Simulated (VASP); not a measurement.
A run of VASP 6.6.1:

INCAR

```
SYSTEM = ZnS
ALGO = Normal
EDIFF = 1E-6
ENCUT = 520
GGA = PE
ISIF = 2
ISMEAR = -1
LASPH = .True.
LCHARG = .False.
LREAL = .False.
LWAVE = .False.
NBANDS = 16
NELM = 80
PREC = Accurate
SIGMA = 0.1
```

Contents of KPOINTS:

```
k-points
0
Gamma
  15 15 15
  0 0 0
```

POSCAR

```
ZnS
1.0
    2.9225833192      0.0000000000      0.0000000000
    0.0000000000      2.9225833192      0.0000000000
    0.0000000000      0.0000000000      2.9225833192
Zn S
1 1
Direct
    0.0000000000      0.0000000000      0.0000000000
    0.5000000000      0.5000000000      0.5000000000
```

Potentials or basis: VASP PAW PBE potentials, release 64 (Zn, S).

The run is started by

```console
$ cat potpaw_PBE.64/Zn/POTCAR potpaw_PBE.64/S/POTCAR > POTCAR
$ mpirun -np 1 vasp_std > vasp.out
```

Hardware: 1 thread of Intel Xeon 8259CL, with other jobs on the host.

Question: Estimate the wall time of this run.

Answer: Wall time 32 s on 1 thread of Intel Xeon 8259CL (shared host), peak memory 0.17 GiB. Counts: scf iterations 12, k points 120.
